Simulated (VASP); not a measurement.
# La2O3 (P-3m1) in VASP: a series of runs

La2O3 is run at these levels: LDA+U, PBEsol; tasks: relaxation of cell and atoms, single point.

Everything below comes from runs of VASP 6.6.1. Logs are shortened: lines on timing, memory, paths and dates and some standing lists are left out, and cuts for length are marked.

## (1) The cell of the first run

Symmetry: P-3m1, No. 164, trigonal system. The conventional cell has a = 3.931 Å, b = 3.931 Å, c = 6.112 Å, α = 90.00°, β = 90.00°, γ = 120.00°. La (site symmetry 3m) has 7 O at 2.36 to 2.72 Å within 3.1 Å. O (site symmetry -3m) has 6 La at 2.72 Å and 6 O at 3.14 Å within 3.6 Å. O (site symmetry 3m) has 4 La at 2.36 to 2.44 Å and 6 O at 2.89 to 3.14 Å within 3.2 Å.

## (2) Relaxation of cell and atoms, LDA+U

Input file INCAR:

```
PREC = Accurate ; ENCUT = 600
EDIFF = 1E-7 ; ISMEAR = -1
SIGMA = 0.05 ; LREAL = F
LASPH = T ; NELM = 150
ALGO = Normal ; ISIF = 3
LWAVE = F ; LCHARG = F
LMAXMIX = 6 ; LDAU = T
LDAUTYPE = 2 ; LDAUL = 3 -1
LDAUU = 1 0 ; LDAUJ = 0 0
LDAUPRINT = 1 ; GGA = CA
IBRION = 2 ; NSW = 60
EDIFFG = -0.01
```

Input file KPOINTS:

```
regular mesh
0
Gamma
  8 8 5
```

Input file POSCAR:

```
La2O3
1.0
    3.9307778780      0.0000000000      0.0000000000
   -1.9653889390      3.4041534990      0.0000000000
    0.0000000000      0.0000000000      6.1119535200
La O
2 3
Direct
    0.3333333333      0.6666666667      0.2462356800
    0.6666666667      0.3333333333      0.7537643200
    0.0000000000      0.0000000000      0.0000000000
    0.3333333333      0.6666666667      0.6458906500
    0.6666666667      0.3333333333      0.3541093500
```

Potentials or basis: VASP PAW LDA potentials, release 64 (La, O).

Launch:

```
$ cat potpaw_LDA.64/La/POTCAR potpaw_LDA.64/O/POTCAR > POTCAR
$ mpirun -np 1 vasp_std > vasp.out
```

OUTCAR:

```text
PREC = Accurate
   ENCUT = 600
   EDIFF = 1E-7
   ISMEAR = -1
   LREAL = F
   LASPH = T
   NELM = 150
   ISIF = 3
   GGA = CA
   IBRION = 2
   NSW = 60
   EDIFFG = -0.01

 ion  position               nearest neighbor table
   1  0.333  0.667  0.246-   5 2.36   5 2.36   5 2.36   4 2.44   3 2.72   3 2.72   3 2.72
   2  0.667  0.333  0.754-   4 2.36   4 2.36   4 2.36   5 2.44   3 2.72   3 2.72   3 2.72
   3  0.000  0.000  0.000-   1 2.72   2 2.72   2 2.72   1 2.72   2 2.72   1 2.72
   4  0.333  0.667  0.646-   2 2.36   2 2.36   2 2.36   1 2.44
   5  0.667  0.333  0.354-   1 2.36   1 2.36   1 2.36   2 2.44

  LATTYP: Found a hexagonal cell.
 ALAT       =     3.9307778780
 C/A-ratio  =     1.5548966921

  Lattice vectors:

 A1 = (   3.9307778780,   0.0000000000,   0.0000000000)
 A2 = (  -1.9653889390,   3.4041534990,   0.0000000000)
 A3 = (   0.0000000000,   0.0000000000,   6.1119535200)

Analysis of symmetry for initial positions (statically):
=====================================================================
 Subroutine PRICEL returns:
 Original cell was already a primitive cell.

 Routine SETGRP: Setting up the symmetry group for a
 hexagonal supercell.

 Subroutine GETGRP returns: Found 12 space group operations
 (whereof 12 operations were pure point group operations)
 out of a pool of 24 trial point group operations.

The static configuration has the point symmetry D_3d.

Analysis of symmetry for dynamics (positions and initial velocities):
=====================================================================
 Subroutine PRICEL returns:
 Original cell was already a primitive cell.

 Routine SETGRP: Setting up the symmetry group for a
 hexagonal supercell.

 Subroutine GETGRP returns: Found 12 space group operations
 (whereof 12 operations were pure point group operations)
 out of a pool of 24 trial point group operations.

The dynamic configuration has the point symmetry D_3d.

 Subroutine INISYM returns: Found 12 space group operations
 (whereof 12 operations are pure point group operations),
 and found     1 'primitive' translations

----------------------------------------------------------------------------------------

                                     Primitive cell

  volume of cell :      81.7839

  direct lattice vectors                    reciprocal lattice vectors
     3.930777878  0.000000000  0.000000000     0.254402571  0.146879393  0.000000000
    -1.965388939  3.404153499  0.000000000     0.000000000  0.293758786  0.000000000
     0.000000000  0.000000000  6.111953520     0.000000000  0.000000000  0.163613810

  length of vectors
[... 367 lines left out ...]
  o =  0.0136  v =  0.0000 -0.0000  0.9976 -0.0000 -0.0000  0.0689  0.0000  0.0000  0.0000  0.0000  0.0000  0.0000  0.0000  0.0000      0.0000  0.0000  0.0000  0.0000  0.0000  0.0000  0.0000  0.0000  0.0000  0.0000  0.0000  0.0000  0.0000  0.0000
  o =  0.0140  v = -0.0000 -0.0000  0.0000  0.0000 -0.0000  0.0000 -1.0000  0.0000  0.0000  0.0000  0.0000  0.0000  0.0000  0.0000      0.0000  0.0000  0.0000  0.0000  0.0000  0.0000  0.0000  0.0000  0.0000  0.0000  0.0000  0.0000  0.0000  0.0000
  o =  0.0140  v =  0.0000  0.0000  0.0000  0.0000  0.0000  0.0000  0.0000 -0.0000 -0.0000  0.0000  0.0000 -0.0000  0.0000 -1.0000      0.0000  0.0000  0.0000  0.0000  0.0000  0.0000  0.0000  0.0000  0.0000  0.0000  0.0000  0.0000  0.0000  0.0000
  o =  0.0167  v =  0.0000  0.0000  0.0000  0.0000  0.0000  0.0000  0.0000  0.0000  0.9976  0.0002 -0.0000 -0.0689 -0.0024 -0.0000      0.0000  0.0000  0.0000  0.0000  0.0000  0.0000  0.0000  0.0000  0.0000  0.0000  0.0000  0.0000  0.0000  0.0000
  o =  0.0167  v =  0.0000  0.9976  0.0002 -0.0000 -0.0689 -0.0024 -0.0000  0.0000  0.0000  0.0000  0.0000  0.0000  0.0000  0.0000      0.0000  0.0000  0.0000  0.0000  0.0000  0.0000  0.0000  0.0000  0.0000  0.0000  0.0000  0.0000  0.0000  0.0000
  o =  0.0167  v =  0.0000 -0.0024  0.0689 -0.0000  0.0002 -0.9976  0.0000  0.0000  0.0000  0.0000  0.0000  0.0000  0.0000  0.0000      0.0000  0.0000  0.0000  0.0000  0.0000  0.0000  0.0000  0.0000  0.0000  0.0000  0.0000  0.0000  0.0000  0.0000
  o =  0.0167  v =  0.0000  0.0000  0.0000  0.0000  0.0000  0.0000  0.0000  0.0000 -0.0024  0.0689 -0.0000  0.0002 -0.9976  0.0000      0.0000  0.0000  0.0000  0.0000  0.0000  0.0000  0.0000  0.0000  0.0000  0.0000  0.0000  0.0000  0.0000  0.0000
  o =  0.0405  v = -0.7570 -0.0000 -0.0000 -0.6535 -0.0000 -0.0000  0.0000  0.0000  0.0000  0.0000  0.0000  0.0000  0.0000  0.0000      0.0000  0.0000  0.0000  0.0000  0.0000  0.0000  0.0000  0.0000  0.0000  0.0000  0.0000  0.0000  0.0000  0.0000
  o =  0.0405  v =  0.0000  0.0000  0.0000  0.0000  0.0000  0.0000  0.0000 -0.7570 -0.0000 -0.0000 -0.6535 -0.0000 -0.0000  0.0000      0.0000  0.0000  0.0000  0.0000  0.0000  0.0000  0.0000  0.0000  0.0000  0.0000  0.0000  0.0000  0.0000  0.0000

atom =   2  type =  1  l = 3

 onsite density matrix

spin component  1

  0.0286 -0.0000  0.0000  0.0138  0.0000  0.0000 -0.0000
 -0.0000  0.0167  0.0000  0.0000 -0.0002  0.0000 -0.0000
  0.0000  0.0000  0.0136  0.0000 -0.0000 -0.0002 -0.0000
  0.0138  0.0000  0.0000  0.0245  0.0000  0.0000 -0.0000
  0.0000 -0.0002 -0.0000  0.0000  0.0136  0.0000  0.0000
  0.0000  0.0000 -0.0002  0.0000  0.0000  0.0167 -0.0000
 -0.0000 -0.0000 -0.0000 -0.0000  0.0000 -0.0000  0.0140

spin component  2

  0.0286 -0.0000  0.0000  0.0138  0.0000  0.0000 -0.0000
 -0.0000  0.0167  0.0000  0.0000 -0.0002  0.0000 -0.0000
  0.0000  0.0000  0.0136  0.0000 -0.0000 -0.0002 -0.0000
  0.0138  0.0000  0.0000  0.0245  0.0000  0.0000 -0.0000
  0.0000 -0.0002 -0.0000  0.0000  0.0136  0.0000  0.0000
  0.0000  0.0000 -0.0002  0.0000  0.0000  0.0167 -0.0000
 -0.0000 -0.0000 -0.0000 -0.0000  0.0000 -0.0000  0.0140

 occupancies and eigenvectors

  o =  0.0126  v =  0.6535  0.0000 -0.0000 -0.7570  0.0000  0.0000 -0.0000  0.0000  0.0000  0.0000  0.0000  0.0000  0.0000  0.0000      0.0000  0.0000  0.0000  0.0000  0.0000  0.0000  0.0000  0.0000  0.0000  0.0000  0.0000  0.0000  0.0000  0.0000
  o =  0.0126  v =  0.0000  0.0000  0.0000  0.0000  0.0000  0.0000  0.0000  0.6535  0.0000 -0.0000 -0.7570  0.0000  0.0000 -0.0000      0.0000  0.0000  0.0000  0.0000  0.0000  0.0000  0.0000  0.0000  0.0000  0.0000  0.0000  0.0000  0.0000  0.0000
  o =  0.0136  v =  0.0000  0.0689  0.0000 -0.0000  0.9976  0.0000 -0.0000  0.0000  0.0000  0.0000  0.0000  0.0000  0.0000  0.0000      0.0000  0.0000  0.0000  0.0000  0.0000  0.0000  0.0000  0.0000  0.0000  0.0000  0.0000  0.0000  0.0000  0.0000
  o =  0.0136  v =  0.0000  0.0000  0.0000  0.0000  0.0000  0.0000  0.0000  0.0000  0.0689  0.0000 -0.0000  0.9976  0.0000 -0.0000      0.0000  0.0000  0.0000  0.0000  0.0000  0.0000  0.0000  0.0000  0.0000  0.0000  0.0000  0.0000  0.0000  0.0000
  o =  0.0136  v =  0.0000  0.0000  0.0000  0.0000  0.0000  0.0000  0.0000  0.0000 -0.0000  0.9976 -0.0000 -0.0000  0.0689  0.0000      0.0000  0.0000  0.0000  0.0000  0.0000  0.0000  0.0000  0.0000  0.0000  0.0000  0.0000  0.0000  0.0000  0.0000
  o =  0.0136  v =  0.0000 -0.0000  0.9976 -0.0000 -0.0000  0.0689  0.0000  0.0000  0.0000  0.0000  0.0000  0.0000  0.0000  0.0000      0.0000  0.0000  0.0000  0.0000  0.0000  0.0000  0.0000  0.0000  0.0000  0.0000  0.0000  0.0000  0.0000  0.0000
  o =  0.0140  v = -0.0000 -0.0000  0.0000  0.0000 -0.0000  0.0000 -1.0000  0.0000  0.0000  0.0000  0.0000  0.0000  0.0000  0.0000      0.0000  0.0000  0.0000  0.0000  0.0000  0.0000  0.0000  0.0000  0.0000  0.0000  0.0000  0.0000  0.0000  0.0000
  o =  0.0140  v =  0.0000  0.0000  0.0000  0.0000  0.0000  0.0000  0.0000 -0.0000 -0.0000  0.0000  0.0000 -0.0000  0.0000 -1.0000      0.0000  0.0000  0.0000  0.0000  0.0000  0.0000  0.0000  0.0000  0.0000  0.0000  0.0000  0.0000  0.0000  0.0000
  o =  0.0167  v =  0.0000  0.0000  0.0000  0.0000  0.0000  0.0000  0.0000  0.0000  0.9976  0.0002 -0.0000 -0.0689 -0.0030 -0.0000      0.0000  0.0000  0.0000  0.0000  0.0000  0.0000  0.0000  0.0000  0.0000  0.0000  0.0000  0.0000  0.0000  0.0000
  o =  0.0167  v =  0.0000  0.9976  0.0002 -0.0000 -0.0689 -0.0030 -0.0000  0.0000  0.0000  0.0000  0.0000  0.0000  0.0000  0.0000      0.0000  0.0000  0.0000  0.0000  0.0000  0.0000  0.0000  0.0000  0.0000  0.0000  0.0000  0.0000  0.0000  0.0000
  o =  0.0167  v =  0.0000 -0.0030  0.0689 -0.0000  0.0002 -0.9976  0.0000  0.0000  0.0000  0.0000  0.0000  0.0000  0.0000  0.0000      0.0000  0.0000  0.0000  0.0000  0.0000  0.0000  0.0000  0.0000  0.0000  0.0000  0.0000  0.0000  0.0000  0.0000
  o =  0.0167  v =  0.0000  0.0000  0.0000  0.0000  0.0000  0.0000  0.0000  0.0000 -0.0030  0.0689 -0.0000  0.0002 -0.9976  0.0000      0.0000  0.0000  0.0000  0.0000  0.0000  0.0000  0.0000  0.0000  0.0000  0.0000  0.0000  0.0000  0.0000  0.0000
  o =  0.0405  v = -0.7570 -0.0000 -0.0000 -0.6535 -0.0000 -0.0000  0.0000  0.0000  0.0000  0.0000  0.0000  0.0000  0.0000  0.0000      0.0000  0.0000  0.0000  0.0000  0.0000  0.0000  0.0000  0.0000  0.0000  0.0000  0.0000  0.0000  0.0000  0.0000
  o =  0.0405  v =  0.0000  0.0000  0.0000  0.0000  0.0000  0.0000  0.0000 -0.7570 -0.0000 -0.0000 -0.6535 -0.0000 -0.0000  0.0000      0.0000  0.0000  0.0000  0.0000  0.0000  0.0000  0.0000  0.0000  0.0000  0.0000  0.0000  0.0000  0.0000  0.0000

--------------------------------------- Ionic step       12  -------------------------------------------

 number of electron      40.0000001 magnetization

 Free energy of the ion-electron system (eV)
  ---------------------------------------------------
  ext. energy  EPLUGINS =         0.00000000
  ---------------------------------------------------
  free energy    TOTEN  =       -45.65004633 eV

  energy without entropy =      -45.65004633  energy(sigma->0) =      -45.65004633

 E-fermi :   7.3471     XC(G=0): -11.1644

 val. band max:        6.1657340333   @ k =   0.2500   0.2500   0.4000
 cond. band min:       9.9741805218   @ k =   0.3750   0.2500   0.0000
 fundamental gap:      3.8084464885
 Fermi energy:         7.3470523793

 k-point     1 :       0.0000    0.0000    0.0000
  band No.  band energies     occupation
      1     -23.4256      2.00000
      2     -23.1036      2.00000
      3     -10.7396      2.00000
      4      -9.2752      2.00000
      5      -8.8702      2.00000
      6      -6.9140      2.00000
[... 637 lines left out ...]
     23      11.3337      0.00000
     24      11.6867      0.00000

 [... further k-points ...]

------------------------ aborting loop because EDIFF is reached ----------------------------------------

  FORCE on cell =-STRESS in cart. coord.  units (eV):
  Direction    XX          YY          ZZ          XY          YZ          ZX
  --------------------------------------------------------------------------------------
  -------------------------------------------------------------------------------------
  Total        0.0155336      0.0155336      0.0055388      0.0000000      0.0000000      0.0000000
  in kB        0.3187717      0.3187717      0.1136640      0.0000000      0.0000000      0.0000000
  external PRESSURE =       0.2504025 kB  Pullay stress =       0.0000000 kB
[... 20 lines left out ...]
  FREE ENERGIE OF THE ION-ELECTRON SYSTEM (eV)
  ---------------------------------------------------
  free  energy   TOTEN  =       -45.6500463314 eV

  energy  without entropy=      -45.6500463314  energy(sigma->0) =      -45.65004633

 reached required accuracy - stopping structural energy minimisation
```

Run time: 15 min. Hardware: 1 thread of Intel Xeon 8259CL, shared host; peak memory 0.26 GiB.

Results:

* Free energy: -45.6500 eV
* Relaxed volume: 15.61 Å³/atom
* Relaxed cell: a = 3.890 Å, b = 3.890 Å, c = 5.959 Å, α = 90.00°, β = 90.00°, γ = 120.00°
* Space group after relaxing (to 0.1 Å): P-3m1 (No. 164)
* Energy gained by relaxing: 13.0 meV/atom
* Ionic steps: 12
* Pressure after relaxing: 0.0 GPa
* Largest force after relaxing: 0.006 eV/Å
* Band gap on the k mesh: 3.81 eV (least direct gap 3.93 eV)

Forces in eV/Å, atoms in the order of the input:
```
La   0.000  0.000  0.006
La   0.000  0.000 -0.006
O    0.000  0.000  0.000
O    0.000  0.000  0.003
O    0.000  0.000 -0.003
```

Step by step:
```
step  energy change (eV)  largest force (eV/Å)  pressure (GPa)  volume (Å³)
   1              0.0000                0.1273           -5.66        81.78
   2              0.0241                0.7375            7.63        75.13
   3             -0.0584                0.2437           -0.14        78.65
   4             -0.0584                0.2517           -0.03        78.58
   5             -0.0631                0.0409            0.05        78.29
   6             -0.0635                0.0400            0.08        78.19
   7             -0.0643                0.0431           -0.09        78.24
   8             -0.0645                0.0461           -0.23        78.27
   9             -0.0647                0.0513            0.23        78.01
  10             -0.0647                0.0372            0.10        78.09
  11             -0.0649                0.0114            0.05        78.08
  12             -0.0649                0.0057            0.03        78.07
```

Final structure:
```
La O
1.0
     3.88952    0.00000    0.00000
    -1.94476    3.36843    0.00000
     0.00000    0.00000    5.95907
La O
2 3
Direct
  0.33333 0.66667 0.24389
  0.66667 0.33333 0.75611
  0.00000 0.00000 0.00000
  0.33333 0.66667 0.64659
  0.66667 0.33333 0.35341
```

Levels at points of the mesh, in eV from the valence-band top:
| k point | band 17 | band 18 | band 19 | band 20 | band 21 | band 22 | band 23 | band 24 |
| --- | --- | --- | --- | --- | --- | --- | --- | --- |
| (0.00, 0.00, 0.00) | -1.80 | -0.45 | -0.45 | -0.16 | 4.40 | 4.56 | 4.56 | 5.40 |
| (0.50, 0.00, 0.00) | -0.75 | -0.65 | -0.41 | -0.30 | 3.83 | 4.93 | 5.44 | 5.58 |

Eigenvalues of the final occupation matrices:
```csv
site,spin,trace,eigenvalues
site 1 f,1,0.13,0.01 0.01 0.01 0.01 0.02 0.02 0.04
site 1 f,2,0.13,0.01 0.01 0.01 0.01 0.02 0.02 0.04
site 2 f,1,0.13,0.01 0.01 0.01 0.01 0.02 0.02 0.04
site 2 f,2,0.13,0.01 0.01 0.01 0.01 0.02 0.02 0.04
```

Caveat: spin-orbit coupling is left out, which moves the levels of the heavy elements. A k mesh can miss the band edges.

## (3) Single point, PBEsol

This run uses another cell than the first one, of 13.30 Å³/atom.

Input file INCAR:

```
SYSTEM = La2O3
ALGO = Normal
EDIFF = 1E-6
ENCUT = 520
GGA = PS
ISIF = 2
ISMEAR = -1
LASPH = .True.
LCHARG = .True.
LELF = .True.
LREAL = .False.
LVHAR = .True.
LWAVE = .False.
NBANDS = 28
NELM = 60
PREC = Accurate
SIGMA = 0.05
```

Input file KPOINTS:

```
k-points
0
Gamma
  8 8 5
  0 0 0
```

Input file POSCAR:

```
La2O3
1.0
    3.8099072716      0.0000000000      0.0000000000
   -1.9049536358      3.2994764833      0.0000000000
    0.0000000000      0.0000000000      5.2911732327
La O
2 3
Direct
    0.3333333333      0.6666666667      0.2287532411
    0.6666666667      0.3333333333      0.7712467589
    0.0000000000      0.0000000000      0.0000000000
    0.3333333333      0.6666666667      0.6598538843
    0.6666666667      0.3333333333      0.3401461157
```

Potentials or basis: VASP PAW PBE potentials, release 64 (La, O).

Launch:

```
$ cat potpaw_PBE.64/La/POTCAR potpaw_PBE.64/O/POTCAR > POTCAR
$ mpirun -np 1 vasp_std > vasp.out
```

Wall time 2.5 min (1 thread of Intel Xeon 8259CL, shared host); peak memory 0.22 GiB.

The run converged. Its results:

| Quantity | Value |
| --- | --- |
| Free energy | -42.6447 eV |
| Pressure | 29.7 GPa |
| Largest force | 0.015 eV/Å |
| Band gap on the k mesh | 3.71 eV (least direct gap 3.92 eV) |

Forces on the atoms (eV/Å):
```
La   0.000  0.000  0.015
La   0.000  0.000 -0.015
O    0.000  0.000  0.000
O    0.000  0.000  0.000
O    0.000  0.000  0.000
```

Levels at points of the mesh, in eV from the valence-band top:
```
           k point  band 16  band 17  band 18  band 19  band 20  band 21  band 22  band 23  band 24  band 25
(0.00, 0.00, 0.00)    -2.20    -1.86    -0.59    -0.59    -0.43     3.98     3.98     4.89     6.27     6.30
(0.50, 0.00, 0.00)    -0.92    -0.90    -0.58    -0.34    -0.33     4.03     5.28     5.50     5.97     6.08
```

Caveat: the cell stands under pressure; the PAW data sets were made with another functional, which shifts forces and pressure a little; spin-orbit coupling is left out, which moves the levels of the heavy elements. A k mesh can miss the band edges.

## (4) Single point, PBEsol

This run uses another cell than the first one, of 13.95 Å³/atom.

Input file INCAR:

```
PREC = Accurate
ENCUT = 520
EDIFF = 1E-6
ISMEAR = -1
SIGMA = 0.05
LREAL = F
LASPH = T
NELM = 80
ALGO = Normal
ISIF = 2
LWAVE = F
LCHARG = F
GGA = PS
NBANDS = 28
```

Input file KPOINTS:

```
Automatic mesh
0
Gamma
  8 8 5
```

Input file POSCAR:

```
La2O3
1.0
    3.8360856011      0.0000000000      0.0000000000
   -1.9180428005      3.3221475816      0.0000000000
    0.0000000000      0.0000000000      5.4735519658
La O
2 3
Direct
    0.3333333333      0.6666666667      0.2330420181
    0.6666666667      0.3333333333      0.7669579819
    0.0000000000      0.0000000000      0.0000000000
    0.3333333333      0.6666666667      0.6562128076
    0.6666666667      0.3333333333      0.3437871924
```

Launch:

```
$ cat potpaw_PBE.64/La/POTCAR potpaw_PBE.64/O/POTCAR > POTCAR
$ mpirun -np 1 vasp_std > vasp.out
```

Wall time 2.2 min (1 thread of Intel Xeon 8259CL, shared host); peak memory 0.24 GiB.

Results (log left out):

```yaml
Free_energy: -43.1455 eV
Pressure: 19.8 GPa
Largest_force: 0.013 eV/Å
Band_gap_on_the_k_mesh: 3.75 eV (least direct gap 3.94 eV)
```

Forces on the atoms (eV/Å):
```
La   0.000  0.000  0.013
La   0.000  0.000 -0.013
O    0.000  0.000  0.000
O    0.000  0.000  0.000
O    0.000  0.000  0.000
```

Levels at points of the mesh, in eV from the valence-band top:
```
           k point  band 16  band 17  band 18  band 19  band 20  band 21  band 22  band 23  band 24  band 25
(0.00, 0.00, 0.00)    -2.10    -1.98    -0.58    -0.58    -0.37     4.14     4.14     4.74     6.05     6.10
(0.50, 0.00, 0.00)    -0.89    -0.82    -0.65    -0.39    -0.34     3.97     5.10     5.58     5.73     5.88
```

Caveat: the cell stands under pressure; the PAW data sets were made with another functional, which shifts forces and pressure a little; spin-orbit coupling is left out, which moves the levels of the heavy elements. A k mesh can miss the band edges.

## (5) Overview

| task | level | potentials or basis | U | cell | cutoff (eV) | gap on the mesh (eV) | pressure (GPa) | largest force (eV/Å) |
| --- | --- | --- | --- | --- | --- | --- | --- | --- |
| relaxation of cell and atoms | LDA+U | VASP PAW LDA potentials, release 64 (La, O) | La f U = 1.0 eV | relaxed from a = 3.931, b = 3.931, c = 6.112 Å, angles 90.0, 90.0, 120.0°, 5 atoms, atomic positions A | 600 | 3.81 | 0.0 | 0.01 |
| single point | PBEsol | VASP PAW PBE potentials, release 64 (La, O) | - | a = 3.810, b = 3.810, c = 5.291 Å, angles 90.0, 90.0, 120.0°, 5 atoms, atomic positions B | 520 | 3.71 | 29.7 | 0.02 |
| single point | PBEsol | VASP PAW PBE potentials, release 64 (La, O) | - | a = 3.836, b = 3.836, c = 5.474 Å, angles 90.0, 90.0, 120.0°, 5 atoms, atomic positions C | 520 | 3.75 | 19.8 | 0.01 |

Alike in all rows: no spin polarisation; k mesh 8 × 8 × 5; smearing fermi-dirac 0.05 eV.

Caveats: spin-orbit coupling is left out, which moves the levels of the heavy elements; the cell stands under pressure (at least some runs); the PAW data sets were made with another functional, which shifts forces and pressure a little (at least some runs).

Absolute energies hang on the potentials; compare differences alone.
